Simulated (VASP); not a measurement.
# CuF (P6_3mc) in VASP: notebook

The runs below take CuF through single point, with PBE.

Program: VASP 6.6.1. These are calculated values, not measurements. Logs are shortened: lines on timing, memory, paths and dates and some standing lists are left out, and cuts for length are marked.

## 1. The cell of the first run

The structure is hexagonal, space group P6_3mc (No. 186). The conventional cell has a = 2.790 Å, b = 2.790 Å, c = 6.721 Å, α = 90.00°, β = 90.00°, γ = 120.00°. Cu (site symmetry 3m) has 4 F at 1.90 to 2.17 Å within 2.5 Å. F (site symmetry 3m) has 4 Cu at 1.90 to 2.17 Å within 2.5 Å.

## 2. Single point, PBE

Contents of INCAR:

```
PREC = Accurate ; ENCUT = 820
EDIFF = 1E-6 ; ISMEAR = -1
SIGMA = 0.02 ; LREAL = F
LASPH = T ; NELM = 120
ALGO = Normal ; ISIF = 2
LWAVE = F ; LCHARG = F
GGA = PE ; NBANDS = 34
GGA_COMPAT = F
```

Contents of KPOINTS:

```
Automatic mesh
0
Gamma
  9 9 4
```

Contents of POSCAR:

```
CuF
1.0
    2.7897758173      0.0000000000      0.0000000000
   -1.3948879087      2.4160167287      0.0000000000
    0.0000000000      0.0000000000      6.7211226191
Cu F
2 2
Direct
    0.3333333333      0.6666666667      0.0459865616
    0.6666666667      0.3333333333      0.5459865616
    0.3333333333      0.6666666667      0.3290134384
    0.6666666667      0.3333333333      0.8290134384
```

Potentials or basis: VASP PAW PBE potentials, release 64 (Cu_sv_GW, F).

On the command line:

```
> cat potpaw_PBE.64/Cu_sv_GW/POTCAR potpaw_PBE.64/F/POTCAR > POTCAR
> mpirun -np 1 vasp_std > vasp.out
```

OUTCAR:

```text
PREC = Accurate
   ENCUT = 820
   EDIFF = 1E-6
   ISMEAR = -1
   LREAL = F
   LASPH = T
   NELM = 120
   ISIF = 2
   GGA = PE

 ion  position               nearest neighbor table
   1  0.333  0.667  0.046-   3 1.90   4 2.17   4 2.17   4 2.17
   2  0.667  0.333  0.546-   4 1.90   3 2.17   3 2.17   3 2.17
   3  0.333  0.667  0.329-   1 1.90   2 2.17   2 2.17   2 2.17
   4  0.667  0.333  0.829-   2 1.90   1 2.17   1 2.17   1 2.17

  LATTYP: Found a hexagonal cell.
 ALAT       =     2.7897758173
 C/A-ratio  =     2.4091981074

  Lattice vectors:

 A1 = (   2.7897758173,   0.0000000000,   0.0000000000)
 A2 = (  -1.3948879087,   2.4160167287,   0.0000000000)
 A3 = (   0.0000000000,   0.0000000000,   6.7211226191)

Analysis of symmetry for initial positions (statically):
=====================================================================
 Subroutine PRICEL returns:
 Original cell was already a primitive cell.

 Routine SETGRP: Setting up the symmetry group for a
 hexagonal supercell.

 Subroutine GETGRP returns: Found 12 space group operations
 (whereof  6 operations were pure point group operations)
 out of a pool of 24 trial point group operations.

The static configuration has the point symmetry C_3v.
 The point group associated with its full space group is C_6v.

Analysis of symmetry for dynamics (positions and initial velocities):
=====================================================================
 Subroutine PRICEL returns:
 Original cell was already a primitive cell.

 Routine SETGRP: Setting up the symmetry group for a
 hexagonal supercell.

 Subroutine GETGRP returns: Found 12 space group operations
 (whereof  6 operations were pure point group operations)
 out of a pool of 24 trial point group operations.

The dynamic configuration has the point symmetry C_3v.
 The point group associated with its full space group is C_6v.

 Subroutine INISYM returns: Found 12 space group operations
 (whereof  6 operations are pure point group operations),
 and found     1 'primitive' translations

----------------------------------------------------------------------------------------

                                     Primitive cell

  volume of cell :      45.3013

  direct lattice vectors                    reciprocal lattice vectors
[... 83 lines left out ...]
   ISTART =      0    job   : 0-new  1-cont  2-samecut
   ICHARG =      2    charge: 1-file 2-atom 10-const
   ISPIN  =      1    spin polarized calculation?
   LNONCOLLINEAR =      F non collinear calculations
   LSORBIT =      F    spin-orbit coupling
   LASPH  =      T    aspherical Exc in radial PAW
   ENCUT  =  820.0 eV  60.27 Ry    7.76 a.u.   6.51  6.51 15.69*2*pi/ulx,y,z
   NELM   =    120;   NELMIN=  2; NELMDL= -5     # of ELM steps
   EDIFF  = 0.1E-05   stopping-criterion for ELM
   LREAL  =      F    real-space projection
   EDIFFG = 0.1E-04   stopping-criterion for IOM
   NSW    =      0    number of steps for IOM
   IBRION =     -1    ionic relax: 0-MD 1-quasi-New 2-CG
   NFREE  =      0    steps in history (QN), initial steepest desc. (CG)
   ISIF   =      2    stress and relaxation
   ISYM   =      2    0-nonsym 1-usesym 2-fastsym
   POTIM  = 0.5000    time-step for ionic-motion
   TEBEG  =    0.0;   TEEND  =   0.0 temperature during run
   PSTRESS=    0.0 pullay stress
   NELECT =      52.0000    total number of electrons
   NUPDOWN=      -1.0000    fix difference up-down
   EMIN   =  10.00;   EMAX   =-10.00  energy-range for DOS
   EFERMI =   0.00;   METHOD = LEGACY
   ISMEAR =    -1;   SIGMA  =   0.02  broadening in eV -4-tet -1-fermi 0-gaus
   EFERMI_NEDOS =   21; number of points for ismear=-14 and -15
   IALGO  =     38    algorithm
   IMIX   =      4    mixing-type and parameters
     AMIX     =   0.40;   BMIX     =  1.00
     AMIX_MAG =   1.60;   BMIX_MAG =  1.00
  volume/ion in A,a.u.               =      11.33        76.43
  Fermi-wavevector in a.u.,A,eV,Ry     =   1.714111  3.239200 39.976315  2.938176
  Thomas-Fermi vector in A             =   2.791730
   LORBIT       =      0    0 simple, 1 ext, 2 COOP (PROOUT), +10 PAW based schemes
   GGA     = PE    functional components
   LHFCALC =     F    Hartree Fock is set to
   AEXX    =    0.0000 exact exchange contribution
   IVDW    =     0    specifies the selected vdW correction
   LEPSILON=     F    determine dielectric tensor
   LRPA    =     F    only Hartree local field effects (RPA)
 non-spin polarized calculation
  energy-cutoff  :      820.00
  volume of cell :       45.30
 maximum number of plane-waves:      2455
 NGX is ok and might be reduce to    28
   NGX = 13   NGY = 13   NGZ = 31

 number of electron      51.9999994 magnetization

 Free energy of the ion-electron system (eV)
  ---------------------------------------------------
  ext. energy  EPLUGINS =         0.00000000
  ---------------------------------------------------
  free energy    TOTEN  =       -14.76700025 eV

  energy without entropy =      -14.76683139  energy(sigma->0) =      -14.76691582

 E-fermi :   4.0424     XC(G=0): -11.4986

 val. band max:        3.9393835691   @ k =   0.3333   0.1111   0.0000
 cond. band min:       4.0782183592   @ k =   0.0000   0.0000   0.0000
 fundamental gap:      0.1388347902
 Fermi energy:         4.0424211370

 k-point     1 :       0.0000    0.0000    0.0000
  band No.  band energies     occupation
      1    -107.0828      2.00000
      2    -107.0825      2.00000
      3     -64.5326      2.00000
      4     -64.5317      2.00000
      5     -64.4695      2.00000
      6     -64.4695      2.00000
[... 877 lines left out ...]
     33      18.1762      0.00000
     34      18.8958      0.00000

 [... further k-points ...]
[... 5 lines left out ...]
  --------------------------------------------------------------------------------------
  -------------------------------------------------------------------------------------
  Total        1.0896264      1.0896264      2.2314698     -0.0000000      0.0000000      0.0000000
  in kB       38.5369337     38.5369337     78.9206298     -0.0000000      0.0000000      0.0000000
  external PRESSURE =      51.9981657 kB  Pullay stress =       0.0000000 kB

 VOLUME and BASIS-vectors are now :
 -----------------------------------------------------------------------------
  energy-cutoff  :      820.00
  volume of cell :       45.30
      direct lattice vectors                 reciprocal lattice vectors
     2.789775817  0.000000000  0.000000000     0.358451741  0.206952209  0.000000000
    -1.394887909  2.416016729  0.000000000     0.000000000  0.413904419  0.000000000
     0.000000000  0.000000000  6.721122619     0.000000000  0.000000000  0.148784668

 POSITION                                       TOTAL-FORCE (eV/Angst)
 -----------------------------------------------------------------------------------
     -0.00000      1.61068      0.30908         0.000000     -0.000000      0.014708
      1.39489      0.80534      3.66964        -0.000000      0.000000      0.014708
     -0.00000      1.61068      2.21134         0.000000     -0.000000     -0.014708
      1.39489      0.80534      5.57190        -0.000000      0.000000     -0.014708
 -----------------------------------------------------------------------------------
    total drift:                               -0.000001      0.000001     -0.006021

  FREE ENERGIE OF THE ION-ELECTRON SYSTEM (eV)
  ---------------------------------------------------
  free  energy   TOTEN  =       -14.7670002529 eV

  energy  without entropy=      -14.7668313854  energy(sigma->0) =      -14.76691582
```

stdout:

```text
POSCAR found type information on POSCAR CuF
 POSCAR found :  2 types and       4 ions
 scaLAPACK will be used
 LDA part: xc-table for (Slater+PW92), standard interpolation
 POSCAR, INCAR and KPOINTS ok, starting setup
 FFT: planning ... GRIDC
 FFT: planning ... GRID_SOFT
 FFT: planning ... GRID
 WAVECAR not read
 entering main loop
```

Wall time 4.5 min (1 thread of Intel Xeon Platinum 8259CL at 2.50GHz (Skylake/Cascade Lake), shared host); peak memory 0.28 GiB.

Results:

* Free energy: -14.7670 eV
* Pressure: 5.2 GPa
* Largest force: 0.015 eV/Å
* Band gap on the k mesh: 0.14 eV (least direct gap 0.47 eV)

Forces on the atoms (eV/Å):
```
Cu   0.000  0.000  0.015
Cu   0.000  0.000  0.015
F    0.000  0.000 -0.015
F    0.000  0.000 -0.015
```

Levels at points of the mesh, in eV from the valence-band top:
| k point | band 22 | band 23 | band 24 | band 25 | band 26 | band 27 | band 28 | band 29 | band 30 | band 31 |
| --- | --- | --- | --- | --- | --- | --- | --- | --- | --- | --- |
| (0.00, 0.00, 0.00) | -1.20 | -0.87 | -0.87 | -0.33 | -0.33 | 0.14 | 3.26 | 5.87 | 11.70 | 13.97 |
| (0.00, 0.00, 0.50) | -1.28 | -0.57 | -0.57 | -0.57 | -0.57 | 1.21 | 1.21 | 8.56 | 8.56 | 18.01 |

Caveat: the cell stands under pressure; the structure was generated, so it needn't be the stable form of CuF; semilocal functionals underestimate gaps, and a narrow one can read as zero.

## 3. Single point, PBE

Contents of INCAR:

```
SYSTEM = CuF
ALGO = Normal ; EDIFF = 1E-6
ENCUT = 820 ; GGA = PE
GGA_COMPAT = .False. ; ISIF = 2
ISMEAR = -1 ; LASPH = .True.
LCHARG = .True. ; LELF = .True.
LREAL = .False. ; LVHAR = .True.
LWAVE = .False. ; NBANDS = 34
NELM = 120 ; PREC = Accurate
SIGMA = 0.02
```

Contents of KPOINTS:

```
k-points
0
Gamma
  9 9 4
  0 0 0
```

POSCAR is that of step 2.

Potentials or basis: VASP PAW PBE potentials, release 64 (Cu_sv_GW, F).

On the command line:

```
> cat potpaw_PBE.64/Cu_sv_GW/POTCAR potpaw_PBE.64/F/POTCAR > POTCAR
> mpirun -np 1 vasp_std > vasp.out
```

It took 2.4 min on 1 thread of Intel Xeon 6975P-C (Granite Rapids), shared host; peak memory 0.28 GiB.

It converged, with:

```
Free energy            : -14.7670 eV
Pressure               : 5.2 GPa
Largest force          : 0.015 eV/Å
Band gap on the k mesh : 0.14 eV (least direct gap 0.47 eV)
```

Forces on the atoms (eV/Å):
```
Cu   0.000  0.000  0.015
Cu   0.000  0.000  0.015
F    0.000  0.000 -0.015
F    0.000  0.000 -0.015
```

Stress tensor (GPa, compression positive):
```
3.85 0.00 0.00
0.00 3.85 0.00
0.00 0.00 7.89
```

Levels at points of the mesh, in eV from the valence-band top:
| k point | band 22 | band 23 | band 24 | band 25 | band 26 | band 27 | band 28 | band 29 | band 30 | band 31 |
| --- | --- | --- | --- | --- | --- | --- | --- | --- | --- | --- |
| (0.00, 0.00, 0.00) | -1.20 | -0.87 | -0.87 | -0.33 | -0.33 | 0.14 | 3.26 | 5.87 | 11.70 | 13.97 |
| (0.00, 0.00, 0.50) | -1.28 | -0.57 | -0.57 | -0.57 | -0.57 | 1.21 | 1.21 | 8.56 | 8.56 | 18.01 |

Caveat: the cell stands under pressure; the structure was generated, so it needn't be the stable form of CuF; semilocal functionals underestimate gaps, and a narrow one can read as zero. A k mesh can miss the band edges.
